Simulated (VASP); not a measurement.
# Zr4Si3 (I-43m) in VASP: single point with PBE

Aim: the single point of Zr4Si3 with PBE.

Everything below comes from runs of VASP 6.6.1. Logs are shortened: lines on timing, memory, paths and dates and some standing lists are left out, and cuts for length are marked.

### Step 1. The cell of the first run

The structure is cubic, space group I-43m (No. 217). The conventional cell has a = 6.467 Å, b = 6.467 Å, c = 6.467 Å, α = 90.00°, β = 90.00°, γ = 90.00°. Zr (site symmetry 3m) has 6 Si at 2.66 to 3.04 Å and 6 Zr at 3.37 Å within 3.5 Å. Si (site symmetry -42m) has 8 Zr at 2.66 to 3.04 Å and 4 Si at 3.23 Å within 3.5 Å.

### Step 2. Single point, PBE

INCAR reads:

```
SYSTEM = Zr4Si3
  ALGO = Normal
  EDIFF = 1E-6
  ENCUT = 500
  GGA = PE
  GGA_COMPAT = .False.
  ISIF = 2
  ISMEAR = 0
  LASPH = .True.
  LCHARG = .False.
  LREAL = .False.
  LWAVE = .False.
  NBANDS = 39
  NELM = 120
  PREC = Accurate
  SIGMA = 0.1
```

KPOINTS reads:

```
k-points
0
Gamma
  4 4 4
  0 0 0
```

POSCAR reads:

```
Zr4Si3
1.0
   -3.2337032775      3.2337032775      3.2337032775
    3.2337032775     -3.2337032775      3.2337032775
    3.2337032775      3.2337032775     -3.2337032775
Zr Si
4 3
Direct
    0.6038911658      0.6038911658      0.6038911658
    0.0000000000      0.0000000000      0.3961088342
    0.0000000000      0.3961088342      0.0000000000
    0.3961088342      0.0000000000      0.0000000000
    0.0000000000      0.5000000000      0.5000000000
    0.5000000000      0.0000000000      0.5000000000
    0.5000000000      0.5000000000      0.0000000000
```

Potentials or basis: VASP PAW PBE potentials, release 64 (Zr_sv, Si).

Run with:

```
$ cat potpaw_PBE.64/Zr_sv/POTCAR potpaw_PBE.64/Si/POTCAR > POTCAR
$ mpirun -np 1 vasp_std > vasp.out
```

OUTCAR:

```text
SYSTEM = Zr4Si3
   EDIFF = 1E-6
   ENCUT = 500
   GGA = PE
   ISIF = 2
   ISMEAR = 0
   LASPH = .True.
   LREAL = .False.
   NELM = 120
   PREC = Accurate

 ion  position               nearest neighbor table
   1  0.604  0.604  0.604-   5 2.66   6 2.66   7 2.66   7 3.04   6 3.04   5 3.04   3 3.37   4 3.37
                             4 3.37   3 3.37   2 3.37   2 3.37   4 3.62   3 3.62   2 3.62
   2  0.000  0.000  0.396-   5 2.66   6 2.66   7 2.66   5 3.04   6 3.04   7 3.04   4 3.37   4 3.37
                             3 3.37   3 3.37   1 3.37   1 3.37   1 3.62   3 3.62   4 3.62
   3  0.000  0.396  0.000-   5 2.66   6 2.66   7 2.66   5 3.04   7 3.04   6 3.04   2 3.37   1 3.37
                             2 3.37   1 3.37   4 3.37   4 3.37   2 3.62   4 3.62   1 3.62
   4  0.396  0.000  0.000-   6 2.66   5 2.66   7 2.66   6 3.04   7 3.04   5 3.04   2 3.37   1 3.37
                             2 3.37   1 3.37   3 3.37   3 3.37   3 3.62   2 3.62   1 3.62
   5  0.000  0.500  0.500-   1 2.66   4 2.66   3 2.66   2 2.66   1 3.04   2 3.04   3 3.04   4 3.04

   6  0.500  0.000  0.500-   1 2.66   3 2.66   4 2.66   2 2.66   4 3.04   2 3.04   1 3.04   3 3.04

   7  0.500  0.500  0.000-   1 2.66   2 2.66   4 2.66   3 2.66   4 3.04   1 3.04   3 3.04   2 3.04

  LATTYP: Found a body centered cubic cell.
 ALAT       =     6.4674065550

  Lattice vectors:

 A1 = (  -3.2337032775,   3.2337032775,   3.2337032775)
 A2 = (   3.2337032775,  -3.2337032775,   3.2337032775)
 A3 = (   3.2337032775,   3.2337032775,  -3.2337032775)

Analysis of symmetry for initial positions (statically):
=====================================================================
 Subroutine PRICEL returns:
 Original cell was already a primitive cell.

 Routine SETGRP: Setting up the symmetry group for a
 body centered cubic supercell.

 Subroutine GETGRP returns: Found 24 space group operations
 (whereof 24 operations were pure point group operations)
 out of a pool of 48 trial point group operations.

The static configuration has the point symmetry T_d .

Analysis of symmetry for dynamics (positions and initial velocities):
=====================================================================
 Subroutine PRICEL returns:
 Original cell was already a primitive cell.

 Routine SETGRP: Setting up the symmetry group for a
 body centered cubic supercell.

 Subroutine GETGRP returns: Found 24 space group operations
 (whereof 24 operations were pure point group operations)
 out of a pool of 48 trial point group operations.

The dynamic configuration has the point symmetry T_d .

 Subroutine INISYM returns: Found 24 space group operations
 (whereof 24 operations are pure point group operations),
 and found     1 'primitive' translations

----------------------------------------------------------------------------------------

                                     Primitive cell

  volume of cell :     135.2572

  direct lattice vectors                    reciprocal lattice vectors
    -3.233703278  3.233703278  3.233703278     0.000000000  0.154621484  0.154621484
     3.233703278 -3.233703278  3.233703278     0.154621484  0.000000000  0.154621484
     3.233703278  3.233703278 -3.233703278     0.154621484  0.154621484  0.000000000

  length of vectors
     5.600938373  5.600938373  5.600938373     0.218667800  0.218667800  0.218667800

  position of ions in fractional coordinates (direct lattice)
     0.603891166  0.603891166  0.603891166
     0.000000000  0.000000000  0.396108834
     0.000000000  0.396108834  0.000000000
     0.396108834  0.000000000  0.000000000
     0.000000000  0.500000000  0.500000000
     0.500000000  0.000000000  0.500000000
     0.500000000  0.500000000  0.000000000

  ion indices of the primitive-cell ions
   primitive index   ion index
                 1           1
                 2           2
                 3           3
                 4           4
                 5           5
                 6           6
                 7           7

----------------------------------------------------------------------------------------

 KPOINTS: k-points

Automatic generation of k-mesh.
 Grid dimensions read from file:
 generate k-points for:    4    4    4

 Generating k-lattice:

  Cartesian coordinates                     Fractional coordinates (reciprocal lattice)
     0.000000000  0.038655371  0.038655371     0.250000000  0.000000000  0.000000000
     0.038655371  0.000000000  0.038655371     0.000000000  0.250000000  0.000000000
     0.038655371  0.038655371  0.000000000     0.000000000  0.000000000  0.250000000

  Length of vectors
     0.054666950  0.054666950  0.054666950

  Shift w.r.t. Gamma in fractional coordinates (k-lattice)
     0.000000000  0.000000000  0.000000000

 Subroutine IBZKPT returns following result:
 ===========================================

 Found      8 irreducible k-points:

 Following reciprocal coordinates:
            Coordinates               Weight
  0.000000  0.000000  0.000000      1.000000
  0.250000  0.000000  0.000000     12.000000
  0.500000  0.000000  0.000000      6.000000
  0.250000  0.250000  0.000000     24.000000
  0.250000  0.250000  0.250000      2.000000
 -0.250000  0.250000  0.250000      6.000000
  0.500000  0.500000  0.250000     12.000000
  0.500000  0.500000  0.500000      1.000000
   k-points           NKPTS =      8   k-points in BZ     NKDIM =      8   number of bands    NBANDS=     39
   number of dos      NEDOS =    301   number of ions     NIONS =      7
   total plane-waves  NPLWV =  74088
   dimension x,y,z NGX =    42 NGY =   42 NGZ =   42
   dimension x,y,z NGXF=    84 NGYF=   84 NGZF=   84
   ions per type =               4   3
   NGX,Y,Z   is equivalent  to a cutoff of  12.47, 12.47, 12.47 a.u.
   NGXF,Y,Z  is equivalent  to a cutoff of  24.93, 24.93, 24.93 a.u.
 SYSTEM =  Zr4Si3
   PREC   = accura    normal or accurate (medium, high low for compatibility)
   ISTART =      0    job   : 0-new  1-cont  2-samecut
   ICHARG =      2    charge: 1-file 2-atom 10-const
   ISPIN  =      1    spin polarized calculation?
   LNONCOLLINEAR =      F non collinear calculations
   LSORBIT =      F    spin-orbit coupling
   LASPH  =      T    aspherical Exc in radial PAW
   ENCUT  =  500.0 eV  36.75 Ry    6.06 a.u.  10.21 10.21 10.21*2*pi/ulx,y,z
   NELM   =    120;   NELMIN=  2; NELMDL= -5     # of ELM steps
   EDIFF  = 0.1E-05   stopping-criterion for ELM
   LREAL  =      F    real-space projection
   EDIFFG = 0.1E-04   stopping-criterion for IOM
   NSW    =      0    number of steps for IOM
   IBRION =     -1    ionic relax: 0-MD 1-quasi-New 2-CG
   NFREE  =      0    steps in history (QN), initial steepest desc. (CG)
   ISIF   =      2    stress and relaxation
   ISYM   =      2    0-nonsym 1-usesym 2-fastsym
   POTIM  = 0.5000    time-step for ionic-motion
   TEBEG  =    0.0;   TEEND  =   0.0 temperature during run
   PSTRESS=    0.0 pullay stress
   NELECT =      60.0000    total number of electrons
   NUPDOWN=      -1.0000    fix difference up-down
   EMIN   =  10.00;   EMAX   =-10.00  energy-range for DOS
   EFERMI =   0.00;   METHOD = LEGACY
   ISMEAR =     0;   SIGMA  =   0.10  broadening in eV -4-tet -1-fermi 0-gaus
   EFERMI_NEDOS =   21; number of points for ismear=-14 and -15
   IALGO  =     38    algorithm
   IMIX   =      4    mixing-type and parameters
     AMIX     =   0.40;   BMIX     =  1.00
     AMIX_MAG =   1.60;   BMIX_MAG =  1.00
  volume/ion in A,a.u.               =      19.32       130.39
  Fermi-wavevector in a.u.,A,eV,Ry     =   1.248548  2.359413 21.209727  1.558871
  Thomas-Fermi vector in A             =   2.382629
   LORBIT       =      0    0 simple, 1 ext, 2 COOP (PROOUT), +10 PAW based schemes
   GGA     = PE    functional components
   LHFCALC =     F    Hartree Fock is set to
   AEXX    =    0.0000 exact exchange contribution
   IVDW    =     0    specifies the selected vdW correction
   LEPSILON=     F    determine dielectric tensor
   LRPA    =     F    only Hartree local field effects (RPA)
 non-spin polarized calculation
 Gauss-broadening in eV      SIGMA  =   0.10
  energy-cutoff  :      500.00
  volume of cell :      135.26
 maximum number of plane-waves:      3468
 NGX is ok and might be reduce to    42
   NGX = 21   NGY = 21   NGZ = 21

 number of electron      59.9999998 magnetization

 Free energy of the ion-electron system (eV)
  ---------------------------------------------------
  ext. energy  EPLUGINS =         0.00000000
  ---------------------------------------------------
  free energy    TOTEN  =       -54.18922014 eV

  energy without entropy =      -54.15529933  energy(sigma->0) =      -54.17225974

 E-fermi :   9.1411     XC(G=0): -11.1218

 val. band max:        9.1337675798   @ k =   0.2500   0.2500   0.2500
 cond. band min:       9.1792547823   @ k =   0.5000   0.5000   0.2500
 fundamental gap:      0.0454872024
 Fermi energy:         9.1411417223

 k-point     1 :       0.0000    0.0000    0.0000
  band No.  band energies     occupation
      1     -39.5217      2.00000
      2     -39.4584      2.00000
      3     -39.4584      2.00000
      4     -39.4584      2.00000
      5     -17.7241      2.00000
      6     -17.7241      2.00000
[... 31 lines left out ...]
     38      11.8773      0.00000
     39      11.8773      0.00000

 k-point     2 :       0.2500    0.0000    0.0000
  band No.  band energies     occupation
      1     -39.5115      2.00000
      2     -39.4664      2.00000
      3     -39.4605      2.00000
      4     -39.4586      2.00000
      5     -17.7512      2.00000
      6     -17.7490      2.00000
[... 241 lines left out ...]
     38      11.6432      0.00000
     39      11.9352      0.00000

 k-point     8 :       0.5000    0.5000    0.5000
  band No.  band energies     occupation
      1     -39.4845      2.00000
      2     -39.4845      2.00000
      3     -39.4845      2.00000
      4     -39.4432      2.00000
      5     -17.8272      2.00000
      6     -17.8272      2.00000
[... 31 lines left out ...]
     38      12.0739      0.00000
     39      12.3008      0.00000

------------------------ aborting loop because EDIFF is reached ----------------------------------------

  FORCE on cell =-STRESS in cart. coord.  units (eV):
  Direction    XX          YY          ZZ          XY          YZ          ZX
  --------------------------------------------------------------------------------------
  -------------------------------------------------------------------------------------
  Total       -0.4043116     -0.4043116     -0.4043116      0.0000000     -0.0000000      0.0000000
  in kB       -4.7892368     -4.7892368     -4.7892368      0.0000000     -0.0000000      0.0000000
  external PRESSURE =      -4.7892368 kB  Pullay stress =       0.0000000 kB

 VOLUME and BASIS-vectors are now :
 -----------------------------------------------------------------------------
  energy-cutoff  :      500.00
  volume of cell :      135.26
      direct lattice vectors                 reciprocal lattice vectors
    -3.233703278  3.233703278  3.233703278     0.000000000  0.154621484  0.154621484
     3.233703278 -3.233703278  3.233703278     0.154621484  0.000000000  0.154621484
     3.233703278  3.233703278 -3.233703278     0.154621484  0.154621484  0.000000000

 POSITION                                       TOTAL-FORCE (eV/Angst)
 -----------------------------------------------------------------------------------
      1.95280      1.95280      1.95280        -0.045032     -0.045032     -0.045032
      1.28090      1.28090     -1.28090         0.045032      0.045032     -0.045032
      1.28090     -1.28090      1.28090         0.045032     -0.045032      0.045032
     -1.28090      1.28090      1.28090        -0.045032      0.045032      0.045032
      3.23370      0.00000      0.00000        -0.000000     -0.000000      0.000000
      0.00000      3.23370      0.00000        -0.000000     -0.000000      0.000000
      0.00000      0.00000      3.23370        -0.000000     -0.000000      0.000000
 -----------------------------------------------------------------------------------
    total drift:                               -0.000001     -0.000001     -0.000001

  FREE ENERGIE OF THE ION-ELECTRON SYSTEM (eV)
  ---------------------------------------------------
  free  energy   TOTEN  =       -54.1892201406 eV

  energy  without entropy=      -54.1552993305  energy(sigma->0) =      -54.17225974
```

Run time: 2 min. Hardware: 1 thread of Intel Xeon 8259CL, shared host; peak memory 0.25 GiB.

Results:

- Free energy: -54.1892 eV
- Pressure: -0.5 GPa
- Largest force: 0.078 eV/Å
- Band gap on the k mesh: zero (band 30 reaches 9.74 eV, above the bottom of band 31 at 8.61 eV)

Forces in eV/Å, atoms in the order of the input:
```
Zr  -0.045 -0.045 -0.045
Zr   0.045  0.045 -0.045
Zr   0.045 -0.045  0.045
Zr  -0.045  0.045  0.045
Si   0.000  0.000  0.000
Si   0.000  0.000  0.000
Si   0.000  0.000  0.000
```

Levels at points of the mesh, in eV from the Fermi level:
| k point | band 28 | band 29 | band 30 | band 31 | band 32 | band 33 |
| --- | --- | --- | --- | --- | --- | --- |
| (0.00, 0.00, 0.00) | -1.22 | -1.22 | -0.50 | -0.50 | 1.63 | 1.63 |
| (0.50, 0.00, 0.00) | -1.11 | -0.54 | -0.18 | 0.55 | 0.72 | 0.79 |
| (0.50, 0.50, 0.50) | -0.20 | 0.26 | 0.60 | 0.60 | 0.60 | 1.03 |
